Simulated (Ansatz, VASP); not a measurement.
Sb in VASP and in Ansatz

The input POSCAR:

```
Sb
1.0
    0.0000000000      2.4178648706      2.4178648706
    2.4178648706      0.0000000000      2.4178648706
    2.4178648706      2.4178648706      0.0000000000
Sb
1
Direct
    0.0000000000      0.0000000000      0.0000000000
```

The input INCAR.step1:

```
SYSTEM = Sb
PREC = Accurate
ENCUT = 520
ISMEAR = -1
SIGMA = 0.1
LREAL = .FALSE.
LASPH = .TRUE.
NELM = 100
NBANDS = 8
GGA = PE
ALGO = Normal
EDIFF = 1E-4
LWAVE = .TRUE.
LCHARG = .FALSE.
```

File INCAR.step2:

```
SYSTEM = Sb
PREC = Accurate
ENCUT = 520
EDIFF = 1E-7
ISMEAR = -1
SIGMA = 0.1
LREAL = .FALSE.
LASPH = .TRUE.
NELM = 100
ALGO = Normal
ISIF = 2
LWAVE = .FALSE.
LCHARG = .FALSE.
METAGGA = R2SCAN
LMIXTAU = .TRUE.
NBANDS = 8
ISTART = 1
```

The input KPOINTS:

```
Automatic mesh
0
G
  13 13 13
  0 0 0
```

Input for Ansatz:

```yaml
crystal:
  lattice:
    - [0.0, 2.4178648706, 2.4178648706]
    - [2.4178648706, 0.0, 2.4178648706]
    - [2.4178648706, 2.4178648706, 0.0]
  atoms:
    - { symbol: Sb, position: [0.0, 0.0, 0.0] }
hamiltonian:
  xc: r2scan
  pseudopotentials:
    kind: paw
    azcp:
      Sb: "pseudopotentials/Sb.paw.azcp"
basis:
  ecutwfc: 500
  fft_grid_basis: typed
kpoints:
  mp_grid: { grid: [13, 13, 13], shift: [0, 0, 0] }
magnetization:
  spin_polarized: false
scf:
  occupations: { method: fermi_dirac, width: 0.1 }
  lower_state_search: "off"
output:
  stress: true
  write_density: true
  write_potential: true
  elf: true
  volumetric_format: npy
```

Alike in both runs: task single point; functional r2SCAN; k mesh 13 × 13 × 13; occupations fermi-dirac, width 0.1 eV; no spin polarisation.

```csv
,VASP,Ansatz
version,VASP 6.6.1,Ansatz 0.2.0
potentials or method,"VASP PAW PBE potentials, release 64 (Sb), cutoff 520 eV","plane waves (500 eV) with PAW, scalar-relativistic"
valence electrons in the cell,5,15
```

Ansatz gave:

| Quantity | Value |
| --- | --- |
| pressure (GPa) | -2.1 |

Q: What did VASP give for the same quantities?

A: Pressure (GPa): -2.3.

VASP's potentials were made for PBE, not for r2SCAN. VASP's potentials hold 5 valence electrons a cell and Ansatz's 15, so a difference there can come from the potentials and not from the codes.

Neither program's run includes spin-orbit coupling.
